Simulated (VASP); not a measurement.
# Cu4N (Im-3m) in VASP: single point with PBE

Aim: the single point of Cu4N with PBE.

Everything below comes from runs of VASP 6.6.1. Logs are shortened: lines on timing, memory, paths and dates and some standing lists are left out, and cuts for length are marked.

## 1. The cell of the first run

It takes space group Im-3m (No. 229, cubic). Conventional cell: a = 5.006 Å, b = 5.006 Å, c = 5.006 Å, α = 90.00°, β = 90.00°, γ = 90.00°. Within 2.9 Å of Cu (site symmetry -3m) lie 2 N at 2.17 Å and 6 Cu at 2.50 Å. Within 2.9 Å of N (site symmetry m-3m) lie 8 Cu at 2.17 Å.

The cell was built from a structure type or drawn by symmetry, and may not be a known phase.

## 2. Single point, PBE, collinear spin

File INCAR:

```
SYSTEM = Cu4N
ALGO = Normal
EDIFF = 1E-6
ENCUT = 520
GGA = PE
ISIF = 2
ISMEAR = 0
ISPIN = 2
LASPH = .TRUE.
LCHARG = .FALSE.
LMAXMIX = 4
LORBIT = 11
LREAL = .FALSE.
LWAVE = .FALSE.
MAGMOM = 1 1 1 1 0
NBANDS = 36
NELM = 150
PREC = Accurate
SIGMA = 0.1
```

File KPOINTS:

```
k-points
0
G
  6 6 6
  0 0 0
```

File POSCAR:

```
Cu4N
1.0
   -2.5027633900      2.5027633900      2.5027633900
    2.5027633900     -2.5027633900      2.5027633900
    2.5027633900      2.5027633900     -2.5027633900
Cu N
4 1
Direct
    0.0000000000      0.0000000000      0.5000000000
    0.0000000000      0.5000000000      0.0000000000
    0.5000000000      0.0000000000      0.0000000000
    0.5000000000      0.5000000000      0.5000000000
    0.0000000000      0.0000000000      0.0000000000
```

Potentials or basis: VASP PAW PBE potentials, release 64 (Cu, N).

Launch:

```console
> cat potpaw_PBE.64/Cu/POTCAR potpaw_PBE.64/N/POTCAR > POTCAR
> mpirun -np 1 vasp_std > vasp.out
```

OUTCAR:

```text
SYSTEM = Cu4N
   EDIFF = 1E-6
   ENCUT = 520
   GGA = PE
   ISIF = 2
   ISMEAR = 0
   ISPIN = 2
   LASPH = .TRUE.
   LORBIT = 11
   LREAL = .FALSE.
   NELM = 150
   PREC = Accurate

 ion  position               nearest neighbor table
   1  0.000  0.000  0.500-   5 2.17   5 2.17   4 2.50   2 2.50   3 2.50   2 2.50   3 2.50   4 2.50

   2  0.000  0.500  0.000-   5 2.17   5 2.17   4 2.50   1 2.50   3 2.50   1 2.50   4 2.50   3 2.50

   3  0.500  0.000  0.000-   5 2.17   5 2.17   4 2.50   1 2.50   4 2.50   2 2.50   1 2.50   2 2.50

   4  0.500  0.500  0.500-   5 2.17   5 2.17   3 2.50   1 2.50   3 2.50   2 2.50   1 2.50   2 2.50

   5  0.000  0.000  0.000-   1 2.17   2 2.17   3 2.17   4 2.17   1 2.17   2 2.17   3 2.17   4 2.17

  LATTYP: Found a body centered cubic cell.
 ALAT       =     5.0055267800

  Lattice vectors:

 A1 = (  -2.5027633900,   2.5027633900,   2.5027633900)
 A2 = (   2.5027633900,  -2.5027633900,   2.5027633900)
 A3 = (   2.5027633900,   2.5027633900,  -2.5027633900)

Analysis of symmetry for initial positions (statically):
=====================================================================
 Subroutine PRICEL returns:
 Original cell was already a primitive cell.

 Routine SETGRP: Setting up the symmetry group for a
 body centered cubic supercell.

 Subroutine GETGRP returns: Found 48 space group operations
 (whereof 48 operations were pure point group operations)
 out of a pool of 48 trial point group operations.

The static configuration has the point symmetry O_h .

Analysis of symmetry for dynamics (positions and initial velocities):
=====================================================================
 Subroutine PRICEL returns:
 Original cell was already a primitive cell.

 Routine SETGRP: Setting up the symmetry group for a
 body centered cubic supercell.

 Subroutine GETGRP returns: Found 48 space group operations
 (whereof 48 operations were pure point group operations)
 out of a pool of 48 trial point group operations.

The dynamic configuration has the point symmetry O_h .

Analysis of structural, dynamic, and magnetic symmetry:
=====================================================================
 Subroutine PRICEL returns:
 Original cell was already a primitive cell.

 Routine SETGRP: Setting up the symmetry group for a
 body centered cubic supercell.

 Subroutine GETGRP returns: Found 48 space group operations
 (whereof 48 operations were pure point group operations)
 out of a pool of 48 trial point group operations.

The overall configuration has the point symmetry O_h .

 Subroutine INISYM returns: Found 48 space group operations
 (whereof 48 operations are pure point group operations),
 and found     1 'primitive' translations

----------------------------------------------------------------------------------------

                                     Primitive cell

  volume of cell :      62.7075

  direct lattice vectors                    reciprocal lattice vectors
    -2.502763390  2.502763390  2.502763390     0.000000000  0.199779173  0.199779173
     2.502763390 -2.502763390  2.502763390     0.199779173  0.000000000  0.199779173
     2.502763390  2.502763390 -2.502763390     0.199779173  0.199779173  0.000000000

  length of vectors
     4.334913351  4.334913351  4.334913351     0.282530416  0.282530416  0.282530416

  position of ions in fractional coordinates (direct lattice)
     0.000000000  0.000000000  0.500000000
     0.000000000  0.500000000  0.000000000
     0.500000000  0.000000000  0.000000000
     0.500000000  0.500000000  0.500000000
     0.000000000  0.000000000  0.000000000

  ion indices of the primitive-cell ions
   primitive index   ion index
                 1           1
                 2           2
                 3           3
                 4           4
                 5           5

----------------------------------------------------------------------------------------

 KPOINTS: k-points

Automatic generation of k-mesh.
 Grid dimensions read from file:
 generate k-points for:    6    6    6

 Generating k-lattice:

  Cartesian coordinates                     Fractional coordinates (reciprocal lattice)
     0.000000000  0.033296529  0.033296529     0.166666667  0.000000000  0.000000000
     0.033296529  0.000000000  0.033296529     0.000000000  0.166666667  0.000000000
     0.033296529  0.033296529  0.000000000     0.000000000  0.000000000  0.166666667

  Length of vectors
     0.047088403  0.047088403  0.047088403

  Shift w.r.t. Gamma in fractional coordinates (k-lattice)
     0.000000000  0.000000000  0.000000000

 Subroutine IBZKPT returns following result:
 ===========================================

 Found     16 irreducible k-points:

 Following reciprocal coordinates:
            Coordinates               Weight
  0.000000  0.000000  0.000000      1.000000
  0.166667  0.000000  0.000000     12.000000
  0.333333  0.000000  0.000000     12.000000
  0.500000  0.000000  0.000000      6.000000
  0.166667  0.166667  0.000000     24.000000
  0.333333  0.166667  0.000000     48.000000
[... 8 lines left out ...]
  0.500000  0.500000  0.333333     12.000000
  0.500000  0.500000  0.500000      1.000000
   k-points           NKPTS =     16   k-points in BZ     NKDIM =     16   number of bands    NBANDS=     36
   number of dos      NEDOS =    301   number of ions     NIONS =      5
   total plane-waves  NPLWV =  32768
   dimension x,y,z NGX =    32 NGY =   32 NGZ =   32
   dimension x,y,z NGXF=    64 NGYF=   64 NGZF=   64
   ions per type =               4   1
   NGX,Y,Z   is equivalent  to a cutoff of  12.27, 12.27, 12.27 a.u.
   NGXF,Y,Z  is equivalent  to a cutoff of  24.54, 24.54, 24.54 a.u.
 SYSTEM =  Cu4N
   PREC   = accura    normal or accurate (medium, high low for compatibility)
   ISTART =      0    job   : 0-new  1-cont  2-samecut
   ICHARG =      2    charge: 1-file 2-atom 10-const
   ISPIN  =      2    spin polarized calculation?
   LNONCOLLINEAR =      F non collinear calculations
   LSORBIT =      F    spin-orbit coupling
   LASPH  =      T    aspherical Exc in radial PAW
   ENCUT  =  520.0 eV  38.22 Ry    6.18 a.u.   8.06  8.06  8.06*2*pi/ulx,y,z
   NELM   =    150;   NELMIN=  2; NELMDL= -5     # of ELM steps
   EDIFF  = 0.1E-05   stopping-criterion for ELM
   LREAL  =      F    real-space projection
   EDIFFG = 0.1E-04   stopping-criterion for IOM
   NSW    =      0    number of steps for IOM
   IBRION =     -1    ionic relax: 0-MD 1-quasi-New 2-CG
   NFREE  =      0    steps in history (QN), initial steepest desc. (CG)
   ISIF   =      2    stress and relaxation
   ISYM   =      2    0-nonsym 1-usesym 2-fastsym
   POTIM  = 0.5000    time-step for ionic-motion
   TEBEG  =    0.0;   TEEND  =   0.0 temperature during run
   PSTRESS=    0.0 pullay stress
   NELECT =      49.0000    total number of electrons
   NUPDOWN=      -1.0000    fix difference up-down
   EMIN   =  10.00;   EMAX   =-10.00  energy-range for DOS
   EFERMI =   0.00;   METHOD = LEGACY
   ISMEAR =     0;   SIGMA  =   0.10  broadening in eV -4-tet -1-fermi 0-gaus
   EFERMI_NEDOS =   21; number of points for ismear=-14 and -15
   IALGO  =     38    algorithm
   IMIX   =      4    mixing-type and parameters
     AMIX     =   0.40;   BMIX     =  1.00
     AMIX_MAG =   1.60;   BMIX_MAG =  1.00
  volume/ion in A,a.u.               =      12.54        84.63
  Fermi-wavevector in a.u.,A,eV,Ry     =   1.507881  2.849482 30.935636  2.273705
  Thomas-Fermi vector in A             =   2.618409
   LORBIT       =     11    0 simple, 1 ext, 2 COOP (PROOUT), +10 PAW based schemes
   GGA     = PE    functional components
   LHFCALC =     F    Hartree Fock is set to
   AEXX    =    0.0000 exact exchange contribution
   IVDW    =     0    specifies the selected vdW correction
   LEPSILON=     F    determine dielectric tensor
   LRPA    =     F    only Hartree local field effects (RPA)
 spin polarized calculation
 Gauss-broadening in eV      SIGMA  =   0.10
  energy-cutoff  :      520.00
  volume of cell :       62.71
 maximum number of plane-waves:      1721
   NGX = 17   NGY = 17   NGZ = 17

 number of electron      49.0000040 magnetization      -0.0028181

 number of electron      49.0000040 magnetization       0.0011834

 Free energy of the ion-electron system (eV)
  ---------------------------------------------------
  ext. energy  EPLUGINS =         0.00000000
  ---------------------------------------------------
  free energy    TOTEN  =       -20.28277532 eV

  energy without entropy =      -20.26145495  energy(sigma->0) =      -20.27211514

 E-fermi :   6.2377     XC(G=0): -11.7599

 val. band max:        6.2090072744   @ k =   0.3333   0.1667   0.0000
 cond. band min:       6.2527271703   @ k =   0.1667   0.1667   0.0000
 fundamental gap:      0.0437198959
 Fermi energy:         6.2376753450

 spin component 1

 k-point     1 :       0.0000    0.0000    0.0000
  band No.  band energies     occupation
      1      -9.4283      1.00000
      2      -0.0975      1.00000
      3       1.8644      1.00000
      4       1.8644      1.00000
      5       1.9507      1.00000
      6       1.9507      1.00000
[... 28 lines left out ...]
     35      15.1022      0.00000
     36      15.1022      0.00000

 k-point     2 :       0.1667    0.0000    0.0000
  band No.  band energies     occupation
      1      -9.3316      1.00000
      2      -0.1375      1.00000
      3       1.2982      1.00000
      4       1.3377      1.00000
      5       1.4183      1.00000
      6       2.0507      1.00000
[... 28 lines left out ...]
     35      15.9433      0.00000
     36      16.5082      0.00000
[... 505 lines left out ...]
     35      21.5641      0.00000
     36      21.8657      0.00000

 k-point    16 :       0.5000    0.5000    0.5000
  band No.  band energies     occupation
      1      -8.6695      1.00000
      2      -0.7215      1.00000
      3      -0.7215      1.00000
      4      -0.7215      1.00000
      5       2.2279      1.00000
      6       2.2279      1.00000
[... 28 lines left out ...]
     35      22.0876      0.00000
     36      22.0876      0.00000
 Fermi energy:         6.2376753450

 spin component 2

 k-point     1 :       0.0000    0.0000    0.0000
  band No.  band energies     occupation
      1      -9.4278      1.00000
      2      -0.0973      1.00000
      3       1.8646      1.00000
      4       1.8646      1.00000
      5       1.9511      1.00000
      6       1.9511      1.00000
[... 28 lines left out ...]
     35      15.1025      0.00000
     36      15.1025      0.00000

 k-point     2 :       0.1667    0.0000    0.0000
  band No.  band energies     occupation
      1      -9.3311      1.00000
      2      -0.1372      1.00000
      3       1.2985      1.00000
      4       1.3381      1.00000
      5       1.4186      1.00000
      6       2.0510      1.00000
[... 28 lines left out ...]
     35      15.9436      0.00000
     36      16.5085      0.00000
[... 505 lines left out ...]
     35      21.5643      0.00000
     36      21.8659      0.00000

 k-point    16 :       0.5000    0.5000    0.5000
  band No.  band energies     occupation
      1      -8.6690      1.00000
      2      -0.7211      1.00000
      3      -0.7211      1.00000
      4      -0.7211      1.00000
      5       2.2280      1.00000
      6       2.2280      1.00000
[... 28 lines left out ...]
     35      22.0879      0.00000
     36      22.0879      0.00000

------------------------ aborting loop because EDIFF is reached ----------------------------------------

  FORCE on cell =-STRESS in cart. coord.  units (eV):
  Direction    XX          YY          ZZ          XY          YZ          ZX
  --------------------------------------------------------------------------------------
  -------------------------------------------------------------------------------------
  Total       -1.6807828     -1.6807828     -1.6807828     -0.0000000      0.0000000     -0.0000000
  in kB      -42.9440297    -42.9440297    -42.9440297     -0.0000000      0.0000000     -0.0000000
  external PRESSURE =     -42.9440297 kB  Pullay stress =       0.0000000 kB

 VOLUME and BASIS-vectors are now :
 -----------------------------------------------------------------------------
  energy-cutoff  :      520.00
  volume of cell :       62.71
      direct lattice vectors                 reciprocal lattice vectors
    -2.502763390  2.502763390  2.502763390     0.000000000  0.199779173  0.199779173
     2.502763390 -2.502763390  2.502763390     0.199779173  0.000000000  0.199779173
     2.502763390  2.502763390 -2.502763390     0.199779173  0.199779173  0.000000000

 POSITION                                       TOTAL-FORCE (eV/Angst)
 -----------------------------------------------------------------------------------
      1.25138      1.25138     -1.25138        -0.000000     -0.000000     -0.000000
      1.25138     -1.25138      1.25138        -0.000000     -0.000000      0.000000
     -1.25138      1.25138      1.25138         0.000000      0.000000     -0.000000
      1.25138      1.25138      1.25138         0.000000     -0.000000      0.000000
      0.00000      0.00000      0.00000         0.000000      0.000000     -0.000000
 -----------------------------------------------------------------------------------
    total drift:                               -0.000000     -0.000000      0.000000

  FREE ENERGIE OF THE ION-ELECTRON SYSTEM (eV)
  ---------------------------------------------------
  free  energy   TOTEN  =       -20.2827753236 eV

  energy  without entropy=      -20.2614549539  energy(sigma->0) =      -20.27211514

 total charge

# of ion       s       p       d       tot
------------------------------------------
    1        0.405   0.309   9.214   9.928
    2        0.405   0.309   9.214   9.928
    3        0.405   0.309   9.214   9.928
    4        0.405   0.309   9.214   9.928
    5        1.278   2.248   0.000   3.526
--------------------------------------------------
tot          2.896   3.486  36.855  43.237

 magnetization (x)

# of ion       s       p       d       tot
------------------------------------------
    1        0.000   0.000   0.000   0.000
    2        0.000   0.000   0.000   0.000
    3        0.000   0.000   0.000   0.000
    4        0.000   0.000   0.000   0.000
    5        0.000   0.000   0.000   0.000
--------------------------------------------------
tot          0.000   0.000   0.000   0.000
```

It took 1.9 min on 1 thread of Intel Xeon 8259CL, shared host; peak memory 0.23 GiB.

What came out:

* Free energy: -20.2828 eV
* Pressure: -4.3 GPa
* Net moment: 0.00 μB per cell
* Valence electrons inside the program's atomic spheres: Cu 9.93; N 3.53

Levels at points of the mesh, in eV from the Fermi level:
Spin up:
```tsv
k point	band 23	band 24	band 25	band 26	band 27	band 28
(0.00, 0.00, 0.00)	-1.51	-1.51	-1.18	3.32	3.32	3.32
(0.50, 0.00, 0.00)	-1.83	-0.97	-0.83	2.06	2.37	3.92
(0.50, 0.50, 0.50)	-1.48	-0.57	-0.57	-0.57	4.39	4.39
```
Spin down:
```
           k point  band 23  band 24  band 25  band 26  band 27  band 28
(0.00, 0.00, 0.00)    -1.51    -1.51    -1.18     3.32     3.32     3.32
(0.50, 0.00, 0.00)    -1.83    -0.97    -0.83     2.06     2.37     3.92
(0.50, 0.50, 0.50)    -1.48    -0.57    -0.57    -0.57     4.39     4.39
```

Caveat: the cell stands under tension. With open d or f shells a metallic result of PBE can be an artefact of self-interaction; +U or a hybrid may open a gap.
